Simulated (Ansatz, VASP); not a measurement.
Two plane-wave programs on TiGe4Pd2

```
Ti Ge Pd
1.0
     5.82725    0.00000    0.00000
    -2.91362    5.04655    0.00000
     0.00000    0.00000    4.51054
Ti Ge Pd
1 4 2
Direct
  0.00000 0.00000 0.00000
  0.63570 0.00000 0.00000
  0.00000 0.63570 0.00000
  0.36430 0.36430 0.00000
  0.00000 0.00000 0.50000
  0.33333 0.66667 0.00000
  0.66667 0.33333 0.00000
```

Alike in both runs: task relaxation of cell and atoms; functional PBE; k mesh 3 × 3 × 4; occupations gaussian, width 0.2 eV; no spin polarisation.

|  | VASP | Ansatz |
| --- | --- | --- |
| version | VASP 6.6.1 | Ansatz 0.2.0 |
| potentials or method | VASP PAW PBE potentials, release 64 (Ti_sv, Ge_d, Pd), cutoff 600 eV | scalar-relativistic, plane waves, PAW |
| valence electrons in the cell | 88 | 104 |

Ansatz gave:

| Item | Value |
| --- | --- |
| gap on the k mesh at the Fermi level, each at its own relaxed structure (eV) | none |
| relaxed volume (Å³/atom) | 32.06 |
| relaxed cell length with the largest relative difference (Å) | 4.949 |

Q: What did VASP give for the same quantities?

A: gap on the k mesh at the Fermi level, each at its own relaxed structure (eV): none; relaxed volume (Å³/atom): 32.12; relaxed cell length with the largest relative difference (Å): 4.970.

A gap of «none» marks a metal or a gap that the smearing closes. VASP's potentials hold 88 valence electrons a cell and Ansatz's 104, so a difference there can come from the potentials and not from the codes.

The k mesh is coarse, so the values compare programs but aren't converged. Noted on VASP's run: the volume moved by over 15 % at a fixed basis, so the end points are rough.
